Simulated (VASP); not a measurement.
A run of VASP 6.6.1 is set up as follows.

The input INCAR:

```
SYSTEM = SiC
PREC = Accurate ; ENCUT = 520
EDIFF = 1E-6 ; ISMEAR = 0
SIGMA = 0.01 ; LREAL = .False.
LASPH = .True. ; NELM = 100
ALGO = Normal ; ISIF = 2
LWAVE = .False. ; LCHARG = .False.
GGA = PS ; NBANDS = 16
```

Contents of KPOINTS:

```
regular mesh
0
Gamma
  8 8 6
  0 0 0
```

File POSCAR:

```
SiC
1.0
    3.0450142372      0.0000000000      0.0000000000
   -1.5225071186      2.6370596843      0.0000000000
    0.0000000000      0.0000000000      5.0583781338
Si C
2 2
Direct
    0.3333333333      0.6666666667      0.0052983551
    0.6666666667      0.3333333333      0.5052983551
    0.3333333333      0.6666666667      0.3797016449
    0.6666666667      0.3333333333      0.8797016449
```

Potentials or basis: VASP PAW PBE potentials, release 64 (Si, C).

The run is started by

```bash
$ cat potpaw_PBE.64/Si/POTCAR potpaw_PBE.64/C/POTCAR > POTCAR
$ mpirun -np 1 vasp_std > vasp.out
```

Question: What does it give for the band gap on the k mesh?

Answer: 2.25 eV, indirect (least direct gap 3.98 eV).

Question: What does it give for the pressure?

Answer: 4.6 GPa.

Question: What does it give for the largest force?

Answer: 0.004 eV/Å.

Stress tensor (GPa, compression positive):
```
6.70 0.00 0.00
0.00 6.70 0.00
0.00 0.00 0.35
```

Caveat: the cell differs from its parent crystal (in-plane strain -0.01, then relaxed in part); the PAW data sets were made with another functional, which shifts forces and pressure a little. A k mesh can miss the band edges.
